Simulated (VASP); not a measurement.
Set up this calculation in VASP 6.6.1, as the native input.

| Item | Value |
| --- | --- |
| Task | single point |
| Functional | PBEsol |
| Potentials or basis | VASP PAW PBE potentials, release 64 (Au) |
| Cutoff | 520 eV |
| k mesh | 18 × 18 × 18 |
| Occupations | gaussian, width 0.1 eV |
| Spin | no spin polarisation |
| Dipole correction | no |
| Further INCAR settings | ALGO = Normal; EDIFF = 1e-06; NBANDS = 12 |

The structure of Au lies in POSCAR:

```
Au
1.0
    0.0000000000      2.0418799349      2.0418799349
    2.0418799349      0.0000000000      2.0418799349
    2.0418799349      2.0418799349      0.0000000000
Au
1
Direct
    0.0000000000      0.0000000000      0.0000000000
```

One way to write it, as run:

INCAR

```
PREC = Accurate ; ENCUT = 520
EDIFF = 1E-6 ; ISMEAR = 0
SIGMA = 0.1 ; LREAL = F
LASPH = T ; NELM = 80
ALGO = Normal ; ISIF = 2
LWAVE = F ; LCHARG = T
GGA = PS ; LELF = T
LVHAR = T ; NBANDS = 12
```

KPOINTS

```
regular mesh
0
Gamma
  18 18 18
```

Potentials or basis: VASP PAW PBE potentials, release 64 (Au).

The run is started by

```bash
$ cat potpaw_PBE.64/Au/POTCAR > POTCAR
$ mpirun -np 1 vasp_std > vasp.out
```

Results of the run:

The pressure is -0.3 GPa.

Caveat: the PAW data sets were made with another functional, which shifts forces and pressure a little.

Run time: 18 s on 1 thread of Intel(R) Xeon(R) Platinum 8375C CPU @ 2.90GHz (Ice Lake) (shared host), peak memory 0.17 GiB.
